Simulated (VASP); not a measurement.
# PbSe (Fm-3m) in VASP: further runs, part 2 of 2

VASP 6.6.1. Earlier steps stand in the parts before.

## 3. Single point, r2SCAN

POSCAR reads:

```
PbSe
1.0
    0.0000000000      3.0887022195      3.0887022195
    3.0887022195      0.0000000000      3.0887022195
    3.0887022195      3.0887022195      0.0000000000
Pb Se
1 1
Direct
    0.0000000000      0.0000000000      0.0000000000
    0.5000000000      0.5000000000      0.5000000000
```

INCAR.step1 reads:

```
PREC = Accurate
ENCUT = 520
ISMEAR = 0
SIGMA = 0.01
LREAL = F
LASPH = T
NELM = 100
NBANDS = 17
GGA = PE
ALGO = Normal
EDIFF = 1E-4
LWAVE = T
LCHARG = F
```

INCAR.step2 reads:

```
PREC = Accurate
ENCUT = 520
EDIFF = 1E-7
ISMEAR = 0
SIGMA = 0.01
LREAL = F
LASPH = T
NELM = 100
ALGO = Normal
ISIF = 2
LWAVE = F
LCHARG = F
METAGGA = R2SCAN
LMIXTAU = T
NBANDS = 17
ISTART = 1
```

KPOINTS reads:

```
Automatic mesh
0
Gamma
  8 8 8
```

Potentials or basis: VASP PAW PBE potentials, release 64 (Pb_d, Se).

Launch:

```bash
$ cat potpaw_PBE.64/Pb_d/POTCAR potpaw_PBE.64/Se/POTCAR > POTCAR
$ cp INCAR.step1 INCAR
$ mpirun -np 1 vasp_std > vasp.out
$ cp INCAR.step2 INCAR
$ mpirun -np 1 vasp_std > vasp.out
```

OUTCAR:

```text
PREC = Accurate
   ENCUT = 520
   EDIFF = 1E-7
   ISMEAR = 0
   LREAL = F
   LASPH = T
   NELM = 100
   ISIF = 2
   METAGGA = R2SCAN
   ISTART = 1

 ion  position               nearest neighbor table
   1  0.000  0.000  0.000-   2 3.09   2 3.09   2 3.09   2 3.09   2 3.09   2 3.09
   2  0.500  0.500  0.500-   1 3.09   1 3.09   1 3.09   1 3.09   1 3.09   1 3.09

  LATTYP: Found a face centered cubic cell.
 ALAT       =     6.1774044390

  Lattice vectors:

 A1 = (   0.0000000000,   3.0887022195,   3.0887022195)
 A2 = (   3.0887022195,   0.0000000000,   3.0887022195)
 A3 = (   3.0887022195,   3.0887022195,   0.0000000000)

Analysis of symmetry for initial positions (statically):
=====================================================================
 Subroutine PRICEL returns:
 Original cell was already a primitive cell.

 Routine SETGRP: Setting up the symmetry group for a
 face centered cubic supercell.

 Subroutine GETGRP returns: Found 48 space group operations
 (whereof 48 operations were pure point group operations)
 out of a pool of 48 trial point group operations.

The static configuration has the point symmetry O_h .

Analysis of symmetry for dynamics (positions and initial velocities):
=====================================================================
 Subroutine PRICEL returns:
 Original cell was already a primitive cell.

 Routine SETGRP: Setting up the symmetry group for a
 face centered cubic supercell.

 Subroutine GETGRP returns: Found 48 space group operations
 (whereof 48 operations were pure point group operations)
 out of a pool of 48 trial point group operations.

The dynamic configuration has the point symmetry O_h .

 Subroutine INISYM returns: Found 48 space group operations
 (whereof 48 operations are pure point group operations),
 and found     1 'primitive' translations

[... 111 lines left out ...]
   IALGO  =     38    algorithm
   IMIX   =      4    mixing-type and parameters
     AMIX     =   0.40;   BMIX     =  1.00
     AMIX_MAG =   1.60;   BMIX_MAG =  1.00
  volume/ion in A,a.u.               =      29.47       198.85
  Fermi-wavevector in a.u.,A,eV,Ry     =   1.141911  2.157898 17.741452  1.303960
  Thomas-Fermi vector in A             =   2.278610
   LORBIT       =      0    0 simple, 1 ext, 2 COOP (PROOUT), +10 PAW based schemes
   METAGGA = R2SCAN    functional components
   LHFCALC =     F    Hartree Fock is set to
   AEXX    =    0.0000 exact exchange contribution
   IVDW    =     0    specifies the selected vdW correction
   LEPSILON=     F    determine dielectric tensor
   LRPA    =     F    only Hartree local field effects (RPA)
 non-spin polarized calculation
 Gauss-broadening in eV      SIGMA  =   0.01
  energy-cutoff  :      520.00
  volume of cell :       58.93
 maximum number of plane-waves:      1604
   NGX = 17   NGY = 17   NGZ = 17

 number of electron      19.9999993 magnetization

 Free energy of the ion-electron system (eV)
  ---------------------------------------------------
  ext. energy  EPLUGINS =         0.00000000
  ---------------------------------------------------
  free energy    TOTEN  =       -71.93937582 eV

  energy without entropy =      -71.93937582  energy(sigma->0) =      -71.93937582

 E-fermi :   4.5976     XC(G=0):  -9.9330

 val. band max:        4.5562823636   @ k =   0.5000   0.0000   0.0000
 cond. band min:       5.2264377607   @ k =   0.5000   0.0000   0.0000
 fundamental gap:      0.6701553971
 Fermi energy:         4.5976494036

 k-point     1 :       0.0000    0.0000    0.0000
  band No.  band energies     occupation
      1     -12.8456      2.00000
      2     -12.8456      2.00000
      3     -12.8456      2.00000
      4     -12.8409      2.00000
      5     -12.8409      2.00000
      6      -9.3332      2.00000
[... 457 lines left out ...]
      4     -12.8270      2.00000
      5     -12.8136      2.00000
      6      -8.1105      2.00000
[... 9 lines left out ...]
     16      15.9537      0.00000
     17      16.1283      0.00000

 [... further k-points ...]

------------------------ aborting loop because EDIFF is reached ----------------------------------------

  FORCE on cell =-STRESS in cart. coord.  units (eV):
  Direction    XX          YY          ZZ          XY          YZ          ZX
  --------------------------------------------------------------------------------------
  -------------------------------------------------------------------------------------
  Total        0.0031795      0.0031795      0.0031795      0.0000000      0.0000000     -0.0000000
  in kB        0.0864388      0.0864388      0.0864388      0.0000000      0.0000000     -0.0000000
  external PRESSURE =       0.0864388 kB  Pullay stress =       0.0000000 kB

 VOLUME and BASIS-vectors are now :
 -----------------------------------------------------------------------------
  energy-cutoff  :      520.00
  volume of cell :       58.93
      direct lattice vectors                 reciprocal lattice vectors
     0.000000000  3.088702220  3.088702220    -0.161880286  0.161880286  0.161880286
     3.088702220  0.000000000  3.088702220     0.161880286 -0.161880286  0.161880286
     3.088702220  3.088702220  0.000000000     0.161880286  0.161880286 -0.161880286

 POSITION                                       TOTAL-FORCE (eV/Angst)
 -----------------------------------------------------------------------------------
      0.00000      0.00000      0.00000         0.000000     -0.000000     -0.000000
      3.08870      3.08870      3.08870         0.000000      0.000000      0.000000
 -----------------------------------------------------------------------------------
    total drift:                                0.000000     -0.000000     -0.000000

  FREE ENERGIE OF THE ION-ELECTRON SYSTEM (eV)
  ---------------------------------------------------
  free  energy   TOTEN  =       -71.9393758155 eV

  energy  without entropy=      -71.9393758155  energy(sigma->0) =      -71.93937582
```

Wall time 3.9 min (1 thread of AMD EPYC 7R13, shared host); peak memory 0.17 GiB.

What came out:

* Free energy: -71.9394 eV
* Pressure: 0.0 GPa
* Band gap on the k mesh: 0.67 eV, direct

Caveat: the PAW data sets were made with another functional, which shifts forces and pressure a little; spin-orbit coupling is left out, which moves the levels of the heavy elements. A k mesh can miss the band edges.
